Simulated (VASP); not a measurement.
Set up this calculation in VASP 6.6.1, as the native input.

* Task: single point
* Functional: r2SCAN
* Potentials or basis: VASP PAW PBE potentials, release 64 (Ti_sv, Ta_pv, Si)
* Cutoff: 550 eV
* k mesh: 6 × 6 × 8
* Occupations: gaussian, width 0.1 eV
* Spin: no spin polarisation
* Dipole correction: no
* Further INCAR settings: ALGO = Normal; EDIFF = 1e-06; NBANDS = 50

Ta3TiSi8:

```
Ti Ta Si
1.0
     4.19381   -4.34067    0.00000
     4.19381    4.34067    0.00000
     0.00000    0.00000    4.79909
Ti Ta Si
1 3 8
Direct
  0.50000 0.50000 0.00000
  0.00000 0.00000 0.50000
  0.00000 0.50000 0.25231
  0.50000 0.00000 0.74769
  0.84508 0.84508 0.00000
  0.34958 0.34958 0.50000
  0.15492 0.15492 0.00000
  0.65042 0.65042 0.50000
  0.65395 0.15795 0.24581
  0.15795 0.65395 0.75419
  0.34605 0.84205 0.24581
  0.84205 0.34605 0.75419
```

These files were run (other wordings do the same):

POSCAR

```
Ta3TiSi8
1.0
    4.1938092029     -4.3406706060      0.0000000000
    4.1938092029      4.3406706060      0.0000000000
    0.0000000000      0.0000000000      4.7990882074
Ti Ta Si
1 3 8
Direct
    0.5000000000      0.5000000000      0.0000000000
    0.0000000000      0.0000000000      0.5000000000
    0.0000000000      0.5000000000      0.2523137594
    0.5000000000      0.0000000000      0.7476862406
    0.8450830045      0.8450830045      0.0000000000
    0.3495779242      0.3495779242      0.5000000000
    0.1549169955      0.1549169955      0.0000000000
    0.6504220758      0.6504220758      0.5000000000
    0.6539504082      0.1579525811      0.2458068123
    0.1579525811      0.6539504082      0.7541931877
    0.3460495918      0.8420474189      0.2458068123
    0.8420474189      0.3460495918      0.7541931877
```

INCAR.step1

```
SYSTEM = Ta3TiSi8
PREC = Accurate
ENCUT = 550
ISMEAR = 0
SIGMA = 0.1
LREAL = .FALSE.
LASPH = .TRUE.
NELM = 120
NBANDS = 50
GGA = PE
ALGO = Normal
EDIFF = 1E-5
LWAVE = .TRUE.
LCHARG = .FALSE.
GGA_COMPAT = .FALSE.
```

INCAR.step2

```
SYSTEM = Ta3TiSi8
PREC = Accurate
ENCUT = 550
EDIFF = 1E-6
ISMEAR = 0
SIGMA = 0.1
LREAL = .FALSE.
LASPH = .TRUE.
NELM = 120
ALGO = Normal
ISIF = 2
LWAVE = .FALSE.
LCHARG = .FALSE.
METAGGA = R2SCAN
LMIXTAU = .TRUE.
NBANDS = 50
ISTART = 1
GGA_COMPAT = .FALSE.
```

KPOINTS

```
Automatic mesh
0
G
  6 6 8
  0 0 0
```

Potentials or basis: VASP PAW PBE potentials, release 64 (Ti_sv, Ta_pv, Si).

Launch:

```bash
$ cat potpaw_PBE.64/Ti_sv/POTCAR potpaw_PBE.64/Ta_pv/POTCAR potpaw_PBE.64/Si/POTCAR > POTCAR
$ cp INCAR.step1 INCAR
$ mpirun -np 1 vasp_std > vasp.out
$ cp INCAR.step2 INCAR
$ mpirun -np 1 vasp_std > vasp.out
```

Results of the run:

```json
{"Pressure": "-2.7 GPa", "Largest force": "0.091 eV/Å", "Band gap on the k mesh": "zero (an odd number of electrons rules out a gap without spin polarisation)"}
```

Caveat: the PAW data sets were made with another functional, which shifts forces and pressure a little; spin-orbit coupling is left out, which moves the levels of the heavy elements; an odd number of electrons without spin polarisation forces a metal; a magnetic or distorted state may lie lower.

It took 48 min on 1 thread of AMD EPYC 9755 128-Core Processor (shared host), peak memory 0.64 GiB.
